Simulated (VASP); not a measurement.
# NaI (Fm-3m) in VASP: relaxation of cell and atoms with revPBE

Aim: the relaxation of cell and atoms of NaI with revPBE.

Program: VASP 6.6.1. These are calculated values, not measurements. Logs are shortened: lines on timing, memory, paths and dates and some standing lists are left out, and cuts for length are marked.

## Step 1: The cell of the first run

It takes space group Fm-3m (No. 225, cubic). The conventional cell has a = 6.262 Å, b = 6.262 Å, c = 6.262 Å, α = 90.00°, β = 90.00°, γ = 90.00°. Within 4.1 Å of Na (site symmetry m-3m) lie 6 I at 3.13 Å. I (site symmetry m-3m) has 6 Na at 3.13 Å within 4.1 Å.

## Step 2: Relaxation of cell and atoms, revPBE, target pressure 5 GPa, at which the enthalpy is minimised

The input, INCAR:

```
SYSTEM = NaI
  PREC = Accurate
  ENCUT = 500
  EDIFF = 1E-7
  ISMEAR = 0
  SIGMA = 0.01
  LREAL = .False.
  LASPH = .True.
  NELM = 120
  ALGO = Normal
  ISIF = 3
  LWAVE = .False.
  LCHARG = .False.
  GGA = RE
  IBRION = 2
  NSW = 100
  EDIFFG = -0.002
  ISYM = -1
  PSTRESS = 50.0
  GGA_COMPAT = .False.
  NELMIN = 4
```

The input, KPOINTS:

```
explicit points
108
Reciprocal
  0.08333333   0.08333333   0.08333333 2
  0.08333333   0.08333333   0.25000000 2
  0.08333333   0.08333333   0.41666667 2
  0.08333333   0.08333333   0.58333333 2
  0.08333333   0.08333333   0.75000000 2
  0.08333333   0.08333333   0.91666667 2
  0.08333333   0.25000000   0.08333333 2
  0.08333333   0.25000000   0.25000000 2
  0.08333333   0.25000000   0.41666667 2
  0.08333333   0.25000000   0.58333333 2
  0.08333333   0.25000000   0.75000000 2
  0.08333333   0.25000000   0.91666667 2
  0.08333333   0.41666667   0.08333333 2
  0.08333333   0.41666667   0.25000000 2
  0.08333333   0.41666667   0.41666667 2
  0.08333333   0.41666667   0.58333333 2
  0.08333333   0.41666667   0.75000000 2
  0.08333333   0.41666667   0.91666667 2
  0.08333333   0.58333333   0.08333333 2
  0.08333333   0.58333333   0.25000000 2
  0.08333333   0.58333333   0.41666667 2
  0.08333333   0.58333333   0.58333333 2
  0.08333333   0.58333333   0.75000000 2
  0.08333333   0.58333333   0.91666667 2
  0.08333333   0.75000000   0.08333333 2
  0.08333333   0.75000000   0.25000000 2
  0.08333333   0.75000000   0.41666667 2
  0.08333333   0.75000000   0.58333333 2
  0.08333333   0.75000000   0.75000000 2
  0.08333333   0.75000000   0.91666667 2
  0.08333333   0.91666667   0.08333333 2
  0.08333333   0.91666667   0.25000000 2
  0.08333333   0.91666667   0.41666667 2
  0.08333333   0.91666667   0.58333333 2
  0.08333333   0.91666667   0.75000000 2
  0.08333333   0.91666667   0.91666667 2
  0.25000000   0.08333333   0.08333333 2
  0.25000000   0.08333333   0.25000000 2
  0.25000000   0.08333333   0.41666667 2
  0.25000000   0.08333333   0.58333333 2
  0.25000000   0.08333333   0.75000000 2
  0.25000000   0.08333333   0.91666667 2
  0.25000000   0.25000000   0.08333333 2
  0.25000000   0.25000000   0.25000000 2
  0.25000000   0.25000000   0.41666667 2
  0.25000000   0.25000000   0.58333333 2
  0.25000000   0.25000000   0.75000000 2
  0.25000000   0.25000000   0.91666667 2
  0.25000000   0.41666667   0.08333333 2
  0.25000000   0.41666667   0.25000000 2
  0.25000000   0.41666667   0.41666667 2
  0.25000000   0.41666667   0.58333333 2
  0.25000000   0.41666667   0.75000000 2
  0.25000000   0.41666667   0.91666667 2
  0.25000000   0.58333333   0.08333333 2
  0.25000000   0.58333333   0.25000000 2
  0.25000000   0.58333333   0.41666667 2
  0.25000000   0.58333333   0.58333333 2
  0.25000000   0.58333333   0.75000000 2
  0.25000000   0.58333333   0.91666667 2
  0.25000000   0.75000000   0.08333333 2
  0.25000000   0.75000000   0.25000000 2
  0.25000000   0.75000000   0.41666667 2
  0.25000000   0.75000000   0.58333333 2
  0.25000000   0.75000000   0.75000000 2
  0.25000000   0.75000000   0.91666667 2
  0.25000000   0.91666667   0.08333333 2
  0.25000000   0.91666667   0.25000000 2
  0.25000000   0.91666667   0.41666667 2
  0.25000000   0.91666667   0.58333333 2
  0.25000000   0.91666667   0.75000000 2
  0.25000000   0.91666667   0.91666667 2
  0.41666667   0.08333333   0.08333333 2
  0.41666667   0.08333333   0.25000000 2
  0.41666667   0.08333333   0.41666667 2
  0.41666667   0.08333333   0.58333333 2
  0.41666667   0.08333333   0.75000000 2
  0.41666667   0.08333333   0.91666667 2
  0.41666667   0.25000000   0.08333333 2
  0.41666667   0.25000000   0.25000000 2
  0.41666667   0.25000000   0.41666667 2
  0.41666667   0.25000000   0.58333333 2
  0.41666667   0.25000000   0.75000000 2
  0.41666667   0.25000000   0.91666667 2
  0.41666667   0.41666667   0.08333333 2
  0.41666667   0.41666667   0.25000000 2
  0.41666667   0.41666667   0.41666667 2
  0.41666667   0.41666667   0.58333333 2
  0.41666667   0.41666667   0.75000000 2
  0.41666667   0.41666667   0.91666667 2
  0.41666667   0.58333333   0.08333333 2
  0.41666667   0.58333333   0.25000000 2
  0.41666667   0.58333333   0.41666667 2
  0.41666667   0.58333333   0.58333333 2
  0.41666667   0.58333333   0.75000000 2
  0.41666667   0.58333333   0.91666667 2
  0.41666667   0.75000000   0.08333333 2
  0.41666667   0.75000000   0.25000000 2
  0.41666667   0.75000000   0.41666667 2
  0.41666667   0.75000000   0.58333333 2
  0.41666667   0.75000000   0.75000000 2
  0.41666667   0.75000000   0.91666667 2
  0.41666667   0.91666667   0.08333333 2
  0.41666667   0.91666667   0.25000000 2
  0.41666667   0.91666667   0.41666667 2
  0.41666667   0.91666667   0.58333333 2
  0.41666667   0.91666667   0.75000000 2
  0.41666667   0.91666667   0.91666667 2
```

The input, POSCAR:

```
NaI
1.0
    0.0000000000      3.1310897312      3.1310897312
    3.1310897312      0.0000000000      3.1310897312
    3.1310897312      3.1310897312      0.0000000000
Na I
1 1
Direct
    0.0000000000      0.0000000000      0.0000000000
    0.5000000000      0.5000000000      0.5000000000
```

Potentials or basis: VASP PAW PBE potentials, release 64 (Na_pv, I).

Run with:

```
cat potpaw_PBE.64/Na_pv/POTCAR potpaw_PBE.64/I/POTCAR > POTCAR
mpirun -np 1 vasp_std > vasp.out
```

OUTCAR:

```text
SYSTEM = NaI
   PREC = Accurate
   ENCUT = 500
   EDIFF = 1E-7
   ISMEAR = 0
   LREAL = .False.
   LASPH = .True.
   NELM = 120
   ISIF = 3
   GGA = RE
   IBRION = 2
   NSW = 100
   EDIFFG = -0.002
   ISYM = -1
   PSTRESS = 50.0
   NELMIN = 4

 ion  position               nearest neighbor table
   1  0.000  0.000  0.000-   2 3.13   2 3.13   2 3.13   2 3.13   2 3.13   2 3.13
   2  0.500  0.500  0.500-   1 3.13   1 3.13   1 3.13   1 3.13   1 3.13   1 3.13

IMPORTANT INFORMATION: All symmetrisations will be switched off!
NOSYMM: (Re-)initialisation of all symmetry stuff for point group C_1.

----------------------------------------------------------------------------------------

                                     Primitive cell

  volume of cell :      61.3927

  direct lattice vectors                    reciprocal lattice vectors
     0.000000000  3.131089731  3.131089731    -0.159688812  0.159688812  0.159688812
     3.131089731  0.000000000  3.131089731     0.159688812 -0.159688812  0.159688812
     3.131089731  3.131089731  0.000000000     0.159688812  0.159688812 -0.159688812

  length of vectors
     4.428029563  4.428029563  4.428029563     0.276589136  0.276589136  0.276589136

  position of ions in fractional coordinates (direct lattice)
     0.000000000  0.000000000  0.000000000
     0.500000000  0.500000000  0.500000000

  ion indices of the primitive-cell ions
   primitive index   ion index
                 1           1
                 2           2

----------------------------------------------------------------------------------------

 KPOINTS: explicit points

Read explicit list of k-points.

 Found    108 k-points:

 Following reciprocal coordinates:
            Coordinates               Weight
  0.083333  0.083333  0.083333      0.009259
  0.083333  0.083333  0.250000      0.009259
  0.083333  0.083333  0.416667      0.009259
  0.083333  0.083333  0.583333      0.009259
  0.083333  0.083333  0.750000      0.009259
  0.083333  0.083333  0.916667      0.009259
[... 16 lines left out ...]
  0.083333  0.583333  0.750000      0.009259
  0.083333  0.583333  0.916667      0.009259
 [... further k-points ...]
   k-points           NKPTS =    108   k-points in BZ     NKDIM =    108   number of bands    NBANDS=     11
   number of dos      NEDOS =    301   number of ions     NIONS =      2
   total plane-waves  NPLWV =  32768
   dimension x,y,z NGX =    32 NGY =   32 NGZ =   32
   dimension x,y,z NGXF=    64 NGYF=   64 NGZF=   64
   ions per type =               1   1
   NGX,Y,Z   is equivalent  to a cutoff of  12.01, 12.01, 12.01 a.u.
   NGXF,Y,Z  is equivalent  to a cutoff of  24.03, 24.03, 24.03 a.u.
 SYSTEM =  NaI
   PREC   = accura    normal or accurate (medium, high low for compatibility)
   ISTART =      0    job   : 0-new  1-cont  2-samecut
   ICHARG =      2    charge: 1-file 2-atom 10-const
   ISPIN  =      1    spin polarized calculation?
   LNONCOLLINEAR =      F non collinear calculations
   LSORBIT =      F    spin-orbit coupling
   LASPH  =      T    aspherical Exc in radial PAW
   ENCUT  =  500.0 eV  36.75 Ry    6.06 a.u.   8.07  8.07  8.07*2*pi/ulx,y,z
   NELM   =    120;   NELMIN=  4; NELMDL= -5     # of ELM steps
   EDIFF  = 0.1E-06   stopping-criterion for ELM
   LREAL  =      F    real-space projection
   EDIFFG = -.2E-02   stopping-criterion for IOM
   NSW    =    100    number of steps for IOM
   IBRION =      2    ionic relax: 0-MD 1-quasi-New 2-CG
   NFREE  =      1    steps in history (QN), initial steepest desc. (CG)
   ISIF   =      3    stress and relaxation
   ISYM   =     -1    0-nonsym 1-usesym 2-fastsym
   POTIM  = 0.5000    time-step for ionic-motion
   TEBEG  =    0.0;   TEEND  =   0.0 temperature during run
   PSTRESS=   50.0 pullay stress
   NELECT =      14.0000    total number of electrons
   NUPDOWN=      -1.0000    fix difference up-down
   EMIN   =  10.00;   EMAX   =-10.00  energy-range for DOS
   EFERMI =   0.00;   METHOD = LEGACY
   ISMEAR =     0;   SIGMA  =   0.01  broadening in eV -4-tet -1-fermi 0-gaus
   EFERMI_NEDOS =   21; number of points for ismear=-14 and -15
   IALGO  =     38    algorithm
   IMIX   =      4    mixing-type and parameters
     AMIX     =   0.40;   BMIX     =  1.00
     AMIX_MAG =   1.60;   BMIX_MAG =  1.00
  volume/ion in A,a.u.               =      30.70       207.15
  Fermi-wavevector in a.u.,A,eV,Ry     =   1.000181  1.890068 13.610756  1.000362
  Thomas-Fermi vector in A             =   2.132521
   LORBIT       =      0    0 simple, 1 ext, 2 COOP (PROOUT), +10 PAW based schemes
   GGA     = RE    functional components
   LHFCALC =     F    Hartree Fock is set to
   AEXX    =    0.0000 exact exchange contribution
   IVDW    =     0    specifies the selected vdW correction
   LEPSILON=     F    determine dielectric tensor
   LRPA    =     F    only Hartree local field effects (RPA)
 conjugate gradient relaxation of ions
 non-spin polarized calculation
 Gauss-broadening in eV      SIGMA  =   0.01
  energy-cutoff  :      500.00
  volume of cell :       61.39
 maximum number of plane-waves:      1574
 NGX is ok and might be reduce to    32
   NGX = 17   NGY = 17   NGZ = 17

--------------------------------------- Ionic step        1  -------------------------------------------

 number of electron      14.0000005 magnetization

 Free energy of the ion-electron system (eV)
  ---------------------------------------------------
  ext. energy  EPLUGINS =         0.00000000
  ---------------------------------------------------
  free energy    TOTEN  =        -4.93486838 eV

  energy without entropy =       -4.93486838  energy(sigma->0) =       -4.93486838

------------------------ aborting loop because EDIFF is reached ----------------------------------------

  FORCE on cell =-STRESS in cart. coord.  units (eV):
  Direction    XX          YY          ZZ          XY          YZ          ZX
  --------------------------------------------------------------------------------------
  -------------------------------------------------------------------------------------
  Total        1.4500221      1.4500219      1.4500217     -0.0007553     -0.0007553     -0.0007555
  in kB       37.8415269     37.8415219     37.8415182     -0.0197112     -0.0197119     -0.0197170
  external PRESSURE =     -12.1584777 kB  Pullay stress =      50.0000000 kB
[... 61 lines left out ...]
  enthalpy is  TOTEN    =        -3.0280442089 eV   P V=        1.8520442202

--------------------------------------- Ionic step        3  -------------------------------------------

 number of electron      13.9999996 magnetization

 Free energy of the ion-electron system (eV)
  ---------------------------------------------------
  ext. energy  EPLUGINS =         0.00000000
  ---------------------------------------------------
  free energy    TOTEN  =        -4.87047319 eV

  energy without entropy =       -4.87047319  energy(sigma->0) =       -4.87047319

 E-fermi :   2.0201     XC(G=0):  -8.0844

 val. band max:        1.9155335976   @ k =   0.0833   0.0833   0.0833
 cond. band min:       6.4869116055   @ k =   0.0833   0.0833   0.0833
 fundamental gap:      4.5713780079
 Fermi energy:         2.0200984843

 k-point     1 :       0.0833    0.0833    0.0833
  band No.  band energies     occupation
      1     -20.3862      2.00000
      2     -20.3854      2.00000
      3     -20.3854      2.00000
      4      -9.4215      2.00000
      5       1.6723      2.00000
      6       1.9155      2.00000
      7       1.9155      2.00000
      8       6.4869      0.00000
      9       9.7288      0.00000
     10      10.0216      0.00000
     11      10.0216      0.00000
[... 309 lines left out ...]
 k-point    24 :       0.0833    0.5833    0.9167
  band No.  band energies     occupation
      1     -20.3945      2.00000
      2     -20.3872      2.00000
      3     -20.3862      2.00000
      4      -8.9823      2.00000
      5      -0.4673      2.00000
      6       1.1669      2.00000
      7       1.4912      2.00000
      8       7.8512      0.00000
      9       9.0269      0.00000
     10      10.1209      0.00000
     11      10.9098      0.00000

 [... further k-points ...]

------------------------ aborting loop because EDIFF is reached ----------------------------------------

  FORCE on cell =-STRESS in cart. coord.  units (eV):
  Direction    XX          YY          ZZ          XY          YZ          ZX
  --------------------------------------------------------------------------------------
  -------------------------------------------------------------------------------------
  Total        1.8404670      1.8404672      1.8404673     -0.0008603     -0.0008603     -0.0008603
  in kB       49.9517100     49.9517132     49.9517156     -0.0233495     -0.0233504     -0.0233488
  external PRESSURE =      -0.0482871 kB  Pullay stress =      50.0000000 kB
[... 17 lines left out ...]
  FREE ENERGIE OF THE ION-ELECTRON SYSTEM (eV)
  ---------------------------------------------------
  free  energy   TOTEN  =        -4.8704731902 eV

  energy  without entropy=       -4.8704731902  energy(sigma->0) =       -4.87047319

  enthalpy is  TOTEN    =        -3.0282269022 eV   P V=        1.8422462881

 reached required accuracy - stopping structural energy minimisation
```

Wall time 49 s (1 thread of Intel Xeon 6975P-C (Granite Rapids), shared host); peak memory 0.23 GiB.

What came out:

```
Free energy                                                : -4.8705 eV
Relaxed volume                                             : 29.52 Å³/atom
Relaxed cell                                               : a = 4.370 Å, b = 4.370 Å, c = 4.370 Å, α = 60.00°, β = 60.00°, γ = 60.00°
Space group after relaxing (to 0.1 Å)                      : Fm-3m (No. 225)
Energy change on relaxing (the run minimises the enthalpy) : +32.2 meV/atom
Ionic steps                                                : 3
Pressure after relaxing                                    : 5.0 GPa
Band gap on the k mesh                                     : 4.57 eV
```

The path:
```
step  energy change (eV)  largest force (eV/Å)  pressure (GPa)  volume (Å³)
   1              0.0000                0.0000            3.78        61.39
   2              0.0548                0.0000            4.82        59.35
   3              0.0644                0.0000            5.00        59.03
```

Final structure:
```
Na I
1.0
    -0.00013    3.09037    3.09037
     3.09037   -0.00013    3.09037
     3.09037    3.09037   -0.00013
Na I
1 1
Direct
  0.00000 0.00000 0.00000
  0.50000 0.50000 0.50000
```

Caveat: the cell is relaxed towards a set pressure, so the run minimises the enthalpy, not the energy; the PAW data sets were made with another functional, which shifts forces and pressure a little; spin-orbit coupling is left out, which moves the levels of the heavy elements; a shifted mesh leaves out Γ, where band edges can lie. A k mesh can miss the band edges.
